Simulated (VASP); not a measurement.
Write the native input for VASP 6.6.1 that does the following.

```
Task                   : relaxation of cell and atoms
Functional             : PBE
Potentials or basis    : VASP PAW PBE potentials, release 64 (B, W_sv)
Cutoff                 : 600 eV
k mesh                 : 12 × 12 × 12
Occupations            : gaussian, width 0.1 eV
Spin                   : no spin polarisation
Dipole correction      : no
Further INCAR settings : ALGO = Fast; EDIFF = 1e-07; IBRION = 2; EDIFFG = -0.01; NSW = 100; ISIF = 3
```

The structure of BW3 lies in POSCAR:

```
BW3
1.0
    3.8239419987      0.0000000000      0.0000000000
    0.0000000000      3.8239419987      0.0000000000
    0.0000000000      0.0000000000      3.8239419987
B W
1 3
Direct
    0.0000000000      0.0000000000      0.0000000000
    0.5000000000      0.5000000000      0.0000000000
    0.5000000000      0.0000000000      0.5000000000
    0.0000000000      0.5000000000      0.5000000000
```

The cell was generated, and may not be a known phase.

One way to write it, as run:

INCAR

```
SYSTEM = BW3
PREC     = Accurate       ! precision mode
ENCUT    = 600            ! plane-wave cutoff, eV
EDIFF    = 1E-7           ! SCF threshold, eV
ISMEAR   = 0              ! smearing method
SIGMA    = 0.1            ! smearing width, eV
LREAL    = .FALSE.        ! projectors in reciprocal space
LASPH    = .TRUE.         ! aspherical terms in the spheres
NELM     = 100            ! most SCF steps
ALGO     = Fast           ! electronic algorithm
ISIF     = 3              ! what is computed and relaxed
LWAVE    = .FALSE.        ! write WAVECAR
LCHARG   = .FALSE.        ! write CHGCAR
GGA      = PE             ! functional
IBRION   = 2              ! ionic algorithm
NSW      = 100            ! ionic steps
EDIFFG   = -0.01          ! ionic threshold
```

KPOINTS

```
Automatic mesh
0
G
  12 12 12
  0 0 0
```

Potentials or basis: VASP PAW PBE potentials, release 64 (B, W_sv).

The run is started by

```sh
$ cat potpaw_PBE.64/B/POTCAR potpaw_PBE.64/W_sv/POTCAR > POTCAR
$ mpirun -np 1 vasp_std > vasp.out
```

Results of the run:

- Relaxed volume: 14.05 Å³/atom
- Relaxed cell: a = 3.830 Å, b = 3.830 Å, c = 3.830 Å, α = 90.00°, β = 90.00°, γ = 90.00°
- Space group after relaxing (to 0.1 Å): Pm-3m (No. 221)
- Energy gained by relaxing: 0.3 meV/atom
- Ionic steps: 3
- Pressure after relaxing: 0.0 GPa
- Band gap on the k mesh: zero (an odd number of electrons rules out a gap without spin polarisation)

Caveat: spin-orbit coupling is left out, which moves the levels of the heavy elements.

Wall time 2.6 min on 1 thread of Intel(R) Xeon(R) 6975P-C (Granite Rapids) (shared host), peak memory 0.28 GiB.
